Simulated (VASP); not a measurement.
Input of a VASP 6.6.1 run:

INCAR

```
SYSTEM = Nb2B
ALGO = Fast
EDIFF = 1E-7
ENCUT = 520
GGA = PE
ISIF = 2
ISMEAR = 0
LASPH = .True.
LCHARG = .True.
LELF = .True.
LREAL = .False.
LVHAR = .True.
LWAVE = .False.
NBANDS = 22
NELM = 80
PREC = Accurate
SIGMA = 0.1
```

The input KPOINTS:

```
k-points
0
Gamma
  6 6 6
  0 0 0
```

The input POSCAR:

```
Nb2B
1.0
    4.4504601301      0.0000000000      0.0000000000
   -2.2252300651      3.8542115312      0.0000000000
    0.0000000000      0.0000000000      2.7614825328
Nb B
2 1
Direct
    0.3333333333      0.6666666667      0.5000000000
    0.6666666667      0.3333333333      0.5000000000
    0.0000000000      0.0000000000      0.5000000000
```

Potentials or basis: VASP PAW PBE potentials, release 64 (Nb_sv, B).

Launch:

```bash
$ cat potpaw_PBE.64/Nb_sv/POTCAR potpaw_PBE.64/B/POTCAR > POTCAR
$ mpirun -np 1 vasp_std > vasp.out
```

(1) What does it give for the pressure?

Results:

(1) -0.2 GPa.

Caveat: the k points lie up to 0.38 Å⁻¹ apart.
